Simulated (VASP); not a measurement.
TePtSe3, 5 atoms in the cell. Symmetry: Pm-3m, No. 221, cubic system. The conventional cell has a = 4.961 Å, b = 4.961 Å, c = 4.961 Å, α = 90.00°, β = 90.00°, γ = 90.00°. Te (site symmetry m-3m) has 12 Se at 3.51 Å and 8 Pt at 4.30 Å within 4.6 Å. Pt (site symmetry m-3m) has 6 Se at 2.48 Å within 3.3 Å. Within 3.3 Å of Se (site symmetry 4/mmm) lie 2 Pt at 2.48 Å. The cell was generated, and may not be a known phase.

- Program: VASP 6.6.1
- Task: single point
- Functional: PBE
- Potentials or basis: VASP PAW PBE potentials, release 64 (Te, Pt, Se)
- Cutoff: 520 eV
- k mesh: 4 × 4 × 4
- Occupations: gaussian, width 0.1 eV
- Spin: no spin polarisation
- Dipole correction: no
- Further INCAR settings: ALGO = Normal; EDIFF = 1e-06; NBANDS = 25

Potentials or basis: VASP PAW PBE potentials, release 64 (Te, Pt, Se).

Launch:

```bash
$ cat potpaw_PBE.64/Te/POTCAR potpaw_PBE.64/Pt/POTCAR potpaw_PBE.64/Se/POTCAR > POTCAR
$ mpirun -np 1 vasp_std > vasp.out
```

Hardware: 1 thread of Intel(R) Xeon(R) Platinum 8259CL CPU @ 2.50GHz (Skylake/Cascade Lake), on a shared host.

Problem. Estimate the wall time of this run.

Solution. Run time: 44 s on 1 thread of Intel(R) Xeon(R) Platinum 8259CL CPU @ 2.50GHz (Skylake/Cascade Lake), on a shared host, peak memory 0.25 GiB. Counts: scf iterations 14, k points 10.
